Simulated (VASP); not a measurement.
# Ni (Pm-3m) in VASP: single point with LDA

Aim: the single point of Ni with LDA.

Everything below comes from runs of VASP 6.6.1. Logs are shortened: lines on timing, memory, paths and dates and some standing lists are left out, and cuts for length are marked.

## 1. The cell of the first run

It takes space group Pm-3m (No. 221, cubic). The conventional cell has a = 2.263 Å, b = 2.263 Å, c = 2.263 Å, α = 90.00°, β = 90.00°, γ = 90.00°. Ni (site symmetry m-3m) has 6 Ni at 2.26 Å within 3.0 Å.

## 2. Single point, LDA

INCAR reads:

```
SYSTEM = Ni
ALGO     = Normal         ! electronic algorithm
EDIFF    = 1E-7           ! SCF threshold, eV
ENCUT    = 520            ! plane-wave cutoff, eV
GGA      = CA             ! functional
ISIF     = 2              ! what is computed and relaxed
ISMEAR   = -1             ! smearing method
LASPH    = .TRUE.         ! aspherical terms in the spheres
LCHARG   = .FALSE.        ! write CHGCAR
LREAL    = .FALSE.        ! projectors in reciprocal space
LWAVE    = .FALSE.        ! write WAVECAR
NBANDS   = 11             ! bands
NELM     = 80             ! most SCF steps
PREC     = Accurate       ! precision mode
SIGMA    = 0.13605693000000002 ! smearing width, eV
```

KPOINTS reads:

```
k-points
0
G
  14 14 14
  0 0 0
```

POSCAR reads:

```
Ni
1.0
    2.2627913404      0.0000000000      0.0000000000
    0.0000000000      2.2627913404      0.0000000000
    0.0000000000      0.0000000000      2.2627913404
Ni
1
Direct
    0.0000000000      0.0000000000      0.0000000000
```

Potentials or basis: VASP PAW LDA potentials, release 64 (Ni).

On the command line:

```
$ cat potpaw_LDA.64/Ni/POTCAR > POTCAR
$ mpirun -np 1 vasp_std > vasp.out
```

OUTCAR:

```text
SYSTEM = Ni
   EDIFF = 1E-7
   ENCUT = 520
   GGA = CA
   ISIF = 2
   ISMEAR = -1
   LASPH = .TRUE.
   LREAL = .FALSE.
   NELM = 80
   PREC = Accurate

 ion  position               nearest neighbor table
   1  0.000  0.000  0.000-

  LATTYP: Found a simple cubic cell.
 ALAT       =     2.2627913404

  Lattice vectors:

 A1 = (   2.2627913404,   0.0000000000,   0.0000000000)
 A2 = (   0.0000000000,   2.2627913404,   0.0000000000)
 A3 = (   0.0000000000,   0.0000000000,   2.2627913404)

Analysis of symmetry for initial positions (statically):
=====================================================================
 Subroutine PRICEL returns:
 Original cell was already a primitive cell.

 Routine SETGRP: Setting up the symmetry group for a
 simple cubic supercell.

 Subroutine GETGRP returns: Found 48 space group operations
 (whereof 48 operations were pure point group operations)
 out of a pool of 48 trial point group operations.

The static configuration has the point symmetry O_h .

Analysis of symmetry for dynamics (positions and initial velocities):
=====================================================================
 Subroutine PRICEL returns:
 Original cell was already a primitive cell.

 Routine SETGRP: Setting up the symmetry group for a
 simple cubic supercell.

 Subroutine GETGRP returns: Found 48 space group operations
 (whereof 48 operations were pure point group operations)
 out of a pool of 48 trial point group operations.

The dynamic configuration has the point symmetry O_h .

 Subroutine INISYM returns: Found 48 space group operations
 (whereof 48 operations are pure point group operations),
 and found     1 'primitive' translations

----------------------------------------------------------------------------------------

                                     Primitive cell

  volume of cell :      11.5860

  direct lattice vectors                    reciprocal lattice vectors
     2.262791340  0.000000000  0.000000000     0.441932043  0.000000000  0.000000000
     0.000000000  2.262791340  0.000000000     0.000000000  0.441932043  0.000000000
     0.000000000  0.000000000  2.262791340     0.000000000  0.000000000  0.441932043

  length of vectors
     2.262791340  2.262791340  2.262791340     0.441932043  0.441932043  0.441932043

  position of ions in fractional coordinates (direct lattice)
     0.000000000  0.000000000  0.000000000

  ion indices of the primitive-cell ions
   primitive index   ion index
                 1           1

----------------------------------------------------------------------------------------

 KPOINTS: k-points

Automatic generation of k-mesh.
 Grid dimensions read from file:
 generate k-points for:   14   14   14

 Generating k-lattice:

  Cartesian coordinates                     Fractional coordinates (reciprocal lattice)
     0.031566575  0.000000000  0.000000000     0.071428571  0.000000000  0.000000000
     0.000000000  0.031566575  0.000000000     0.000000000  0.071428571  0.000000000
     0.000000000  0.000000000  0.031566575     0.000000000  0.000000000  0.071428571

  Length of vectors
     0.031566575  0.031566575  0.031566575

  Shift w.r.t. Gamma in fractional coordinates (k-lattice)
     0.000000000  0.000000000  0.000000000

 Subroutine IBZKPT returns following result:
 ===========================================

 Found    120 irreducible k-points:

 Following reciprocal coordinates:
            Coordinates               Weight
  0.000000  0.000000  0.000000      1.000000
  0.071429  0.000000  0.000000      6.000000
  0.142857  0.000000  0.000000      6.000000
  0.214286  0.000000  0.000000      6.000000
  0.285714  0.000000  0.000000      6.000000
  0.357143  0.000000  0.000000      6.000000
[... 16 lines left out ...]
  0.285714  0.214286  0.000000     24.000000
  0.357143  0.214286  0.000000     24.000000
 [... further k-points ...]
   k-points           NKPTS =    120   k-points in BZ     NKDIM =    120   number of bands    NBANDS=     11
   number of dos      NEDOS =    301   number of ions     NIONS =      1
   total plane-waves  NPLWV =   5832
   dimension x,y,z NGX =    18 NGY =   18 NGZ =   18
   dimension x,y,z NGXF=    36 NGYF=   36 NGZF=   36
   ions per type =               1
   NGX,Y,Z   is equivalent  to a cutoff of  13.22, 13.22, 13.22 a.u.
   NGXF,Y,Z  is equivalent  to a cutoff of  26.45, 26.45, 26.45 a.u.
 SYSTEM =  Ni
   PREC   = accura    normal or accurate (medium, high low for compatibility)
   ISTART =      0    job   : 0-new  1-cont  2-samecut
   ICHARG =      2    charge: 1-file 2-atom 10-const
   ISPIN  =      1    spin polarized calculation?
   LNONCOLLINEAR =      F non collinear calculations
   LSORBIT =      F    spin-orbit coupling
   LASPH  =      T    aspherical Exc in radial PAW
   ENCUT  =  520.0 eV  38.22 Ry    6.18 a.u.   4.21  4.21  4.21*2*pi/ulx,y,z
   NELM   =     80;   NELMIN=  2; NELMDL= -5     # of ELM steps
   EDIFF  = 0.1E-06   stopping-criterion for ELM
   LREAL  =      F    real-space projection
   EDIFFG = 0.1E-05   stopping-criterion for IOM
   NSW    =      0    number of steps for IOM
   IBRION =     -1    ionic relax: 0-MD 1-quasi-New 2-CG
   NFREE  =      0    steps in history (QN), initial steepest desc. (CG)
   ISIF   =      2    stress and relaxation
   ISYM   =      2    0-nonsym 1-usesym 2-fastsym
   POTIM  = 0.5000    time-step for ionic-motion
   TEBEG  =    0.0;   TEEND  =   0.0 temperature during run
   PSTRESS=    0.0 pullay stress
   NELECT =      10.0000    total number of electrons
   NUPDOWN=      -1.0000    fix difference up-down
   EMIN   =  10.00;   EMAX   =-10.00  energy-range for DOS
   EFERMI =   0.00;   METHOD = LEGACY
   ISMEAR =    -1;   SIGMA  =   0.14  broadening in eV -4-tet -1-fermi 0-gaus
   EFERMI_NEDOS =   21; number of points for ismear=-14 and -15
   IALGO  =     38    algorithm
   IMIX   =      4    mixing-type and parameters
     AMIX     =   0.40;   BMIX     =  1.00
     AMIX_MAG =   1.60;   BMIX_MAG =  1.00
  volume/ion in A,a.u.               =      11.59        78.19
  Fermi-wavevector in a.u.,A,eV,Ry     =   1.558704  2.945524 33.056147  2.429558
  Thomas-Fermi vector in A             =   2.662170
   LORBIT       =      0    0 simple, 1 ext, 2 COOP (PROOUT), +10 PAW based schemes
   GGA     = CA    functional components
   LHFCALC =     F    Hartree Fock is set to
   AEXX    =    0.0000 exact exchange contribution
   IVDW    =     0    specifies the selected vdW correction
   LEPSILON=     F    determine dielectric tensor
   LRPA    =     F    only Hartree local field effects (RPA)
 non-spin polarized calculation
  energy-cutoff  :      520.00
  volume of cell :       11.59
 maximum number of plane-waves:       322
 NGX is ok and might be reduce to    18
   NGX =  9   NGY =  9   NGZ =  9

 number of electron      10.0000000 magnetization

 number of electron       9.9999995 magnetization

 Free energy of the ion-electron system (eV)
  ---------------------------------------------------
  ext. energy  EPLUGINS =         0.00000000
  ---------------------------------------------------
  free energy    TOTEN  =        -5.87713898 eV

  energy without entropy =       -5.75128079  energy(sigma->0) =       -5.81420988

 E-fermi :   8.1909     XC(G=0): -13.1389

 val. band max:        8.1890010444   @ k =   0.2857   0.0714   0.0714
 cond. band min:       8.1961255125   @ k =   0.0714   0.0714   0.0000
 fundamental gap:      0.0071244681
 Fermi energy:         8.1908701478

 k-point     1 :       0.0000    0.0000    0.0000
  band No.  band energies     occupation
      1      -0.2632      2.00000
      2       4.4320      2.00000
      3       4.4320      2.00000
      4       8.2446      0.80500
      5       8.2446      0.80500
      6       8.2446      0.80500
      7      28.6437      0.00000
      8      28.6437      0.00000
      9      28.6437      0.00000
     10      32.7642      0.00000
     11      32.7642      0.00000

 k-point     2 :       0.0714    0.0000    0.0000
  band No.  band energies     occupation
      1      -0.1028      2.00000
      2       4.4555      2.00000
      3       4.5085      2.00000
      4       8.1792      1.04290
      5       8.1792      1.04290
      6       8.2498      0.78662
      7      26.6779      0.00000
      8      28.8640      0.00000
      9      28.8640      0.00000
     10      32.7891      0.00000
     11      34.1342      0.00000

 k-point     3 :       0.1429    0.0000    0.0000
  band No.  band energies     occupation
      1       0.3670      2.00000
      2       4.5218      2.00000
      3       4.7304      2.00000
      4       7.9995      1.60635
      5       7.9995      1.60635
      6       8.2645      0.73583
      7      23.5548      0.00000
      8      29.5090      0.00000
      9      29.5090      0.00000
     10      32.8641      0.00000
     11      35.1861      0.00000

 k-point     4 :       0.2143    0.0000    0.0000
  band No.  band energies     occupation
      1       1.1092      2.00000
      2       4.6189      2.00000
      3       5.0774      2.00000
      4       7.7488      1.92526
      5       7.7488      1.92526
      6       8.2857      0.66487
      7      20.4720      0.00000
      8      30.5364      0.00000
      9      30.5364      0.00000
     10      32.9881      0.00000
     11      35.6011      0.00000
[... 239 lines left out ...]
 k-point    22 :       0.2143    0.2143    0.0000
  band No.  band energies     occupation
      1       2.3550      2.00000
      2       4.9850      2.00000
      3       5.5692      2.00000
      4       7.3309      1.99641
      5       7.7627      1.91756
      6       7.8667      1.83096
      7      20.8566      0.00000
      8      22.9561      0.00000
      9      32.3646      0.00000
     10      34.7456      0.00000
     11      37.4365      0.00000

 k-point    23 :       0.2857    0.2143    0.0000
  band No.  band energies     occupation
      1       3.1357      2.00000
      2       5.0908      2.00000
      3       5.9325      2.00000
      4       7.3447      1.99603
      5       7.5508      1.98205
      6       7.8610      1.83737
      7      18.5986      0.00000
      8      23.3420      0.00000
      9      33.6802      0.00000
     10      34.6662      0.00000
     11      35.2681      0.00000

 k-point    24 :       0.3571    0.2143    0.0000
  band No.  band energies     occupation
      1       3.8863      2.00000
      2       5.1372      2.00000
      3       6.0555      2.00000
      4       7.3342      1.99632
      5       7.8893      1.80339
      6       7.9436      1.72042
      7      16.0606      0.00000
      8      24.5180      0.00000
      9      32.2371      0.00000
     10      35.2691      0.00000
     11      35.6595      0.00000

 [... further k-points ...]

------------------------ aborting loop because EDIFF is reached ----------------------------------------

  FORCE on cell =-STRESS in cart. coord.  units (eV):
  Direction    XX          YY          ZZ          XY          YZ          ZX
  --------------------------------------------------------------------------------------
  -------------------------------------------------------------------------------------
  Total       -0.0471817     -0.0471817     -0.0471817     -0.0000000     -0.0000000      0.0000000
  in kB       -6.5245570     -6.5245570     -6.5245570     -0.0000000     -0.0000000      0.0000000
  external PRESSURE =      -6.5245570 kB  Pullay stress =       0.0000000 kB

 VOLUME and BASIS-vectors are now :
 -----------------------------------------------------------------------------
  energy-cutoff  :      520.00
  volume of cell :       11.59
      direct lattice vectors                 reciprocal lattice vectors
     2.262791340  0.000000000  0.000000000     0.441932043  0.000000000  0.000000000
     0.000000000  2.262791340  0.000000000     0.000000000  0.441932043  0.000000000
     0.000000000  0.000000000  2.262791340     0.000000000  0.000000000  0.441932043

 POSITION                                       TOTAL-FORCE (eV/Angst)
 -----------------------------------------------------------------------------------
      0.00000      0.00000      0.00000         0.000000      0.000000      0.000000
 -----------------------------------------------------------------------------------
    total drift:                               -0.000000      0.000000      0.000000

  FREE ENERGIE OF THE ION-ELECTRON SYSTEM (eV)
  ---------------------------------------------------
  free  energy   TOTEN  =        -5.8771389798 eV

  energy  without entropy=       -5.7512807869  energy(sigma->0) =       -5.81420988
```

Run time: 18 s. Hardware: 1 thread of Intel Xeon 8259CL, shared host; peak memory 0.12 GiB.

Results:

| Quantity | Value |
| --- | --- |
| Free energy | -5.8771 eV |
| Pressure | -0.7 GPa |
| Band gap on the k mesh | zero (band 5 reaches 9.07 eV, above the bottom of band 6 at 7.65 eV) |

Caveat: the run has no spin polarisation, though such a crystal can be magnetic.
